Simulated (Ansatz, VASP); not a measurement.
Two plane-wave programs on B

Contents of INCAR:

```
PREC = Accurate
ENCUT = 520
EDIFF = 1E-6
ISMEAR = -1
SIGMA = 0.1
LREAL = F
LASPH = T
NELM = 80
ALGO = Normal
ISIF = 2
LWAVE = F
LCHARG = T
GGA = PE
LELF = T
LVHAR = T
NBANDS = 10
```

Contents of KPOINTS:

```
regular mesh
0
Gamma
  34 34 6
```

POSCAR

```
B
1.0
    1.7595757389      0.0000000000      0.0000000000
   -0.8797878694      1.5238372898      0.0000000000
    0.0000000000      0.0000000000      9.3967872219
B
2
Direct
    0.3333333333      0.6666666667      0.2500000000
    0.6666666667      0.3333333333      0.7500000000
```

Input for Ansatz:

```yaml
crystal:
  lattice:
    - [1.7595757389, 0.0, 0.0]
    - [-0.8797878694, 1.5238372898, 0.0]
    - [0.0, 0.0, 9.3967872219]
  atoms:
    - { symbol: B, position: [0.3333333333, 0.6666666667, 0.25] }
    - { symbol: B, position: [0.6666666667, 0.3333333333, 0.75] }
hamiltonian:
  xc: pbe
  pseudopotentials:
    kind: paw
    azcp:
      B: "pseudopotentials/B.paw.azcp"
basis:
  ecutwfc: 420
  fft_grid_basis: typed
kpoints:
  mp_grid: { grid: [34, 34, 6], shift: [0, 0, 0] }
magnetization:
  spin_polarized: false
scf:
  occupations: { method: fermi_dirac, width: 0.1 }
output:
  stress: true
```

Alike in both runs: task single point; functional PBE; k mesh 34 × 34 × 6; occupations fermi-dirac, width 0.1 eV; no spin polarisation.

```csv
,VASP,Ansatz
version,VASP 6.6.1,Ansatz 0.2.0
potentials or method,"VASP PAW PBE potentials, release 64 (B), cutoff 520 eV","plane waves (420 eV) with PAW, scalar-relativistic"
valence electrons in the cell,6,6
```

VASP gave:

| Quantity | Value |
| --- | --- |
| pressure (GPa) | -10.5 |
| traceless stress, the component that is largest in VASP (GPa) | 10.32 |

**Question.** What did Ansatz give for the same quantities?

**Answer.** Pressure (GPa): -10.4; traceless stress, the component that is largest in VASP (GPa): 10.31.
